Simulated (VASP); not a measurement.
A run of VASP 6.6.1 is set up as follows.

Contents of INCAR:

```
SYSTEM = Hg
PREC = Accurate
ENCUT = 520
EDIFF = 1E-6
ISMEAR = 0
SIGMA = 0.03
LREAL = .FALSE.
LASPH = .TRUE.
NELM = 100
ALGO = Normal
ISIF = 2
LWAVE = .FALSE.
LCHARG = .FALSE.
GGA = PE
NBANDS = 12
```

KPOINTS

```
Automatic mesh
0
G
  10 10 10
  0 0 0
```

Contents of POSCAR:

```
Hg
1.0
    2.0783995336      1.1999645302      1.9747385792
   -2.0783995336      1.1999645302      1.9747385792
    0.0000000000     -2.3999290604      1.9747385791
Hg
1
Direct
    0.0000000000      1.0000000000      0.0000000000
```

Potentials or basis: VASP PAW PBE potentials, release 64 (Hg).

The run is started by

```console
$ cat potpaw_PBE.64/Hg/POTCAR > POTCAR
$ mpirun -np 1 vasp_std > vasp.out
```

Q: What does it give for the band gap on the k mesh?

A: Zero (band 6 reaches 4.26 eV, above the bottom of band 7 at 0.01 eV).

Q: Estimate the pressure.

A: 0.1 GPa.

Stress tensor (GPa, compression positive):
```
 0.20  0.00  0.00
 0.00  0.20  0.00
 0.00  0.00 -0.08
```

Caveat: spin-orbit coupling is left out, which moves the levels of the heavy elements.
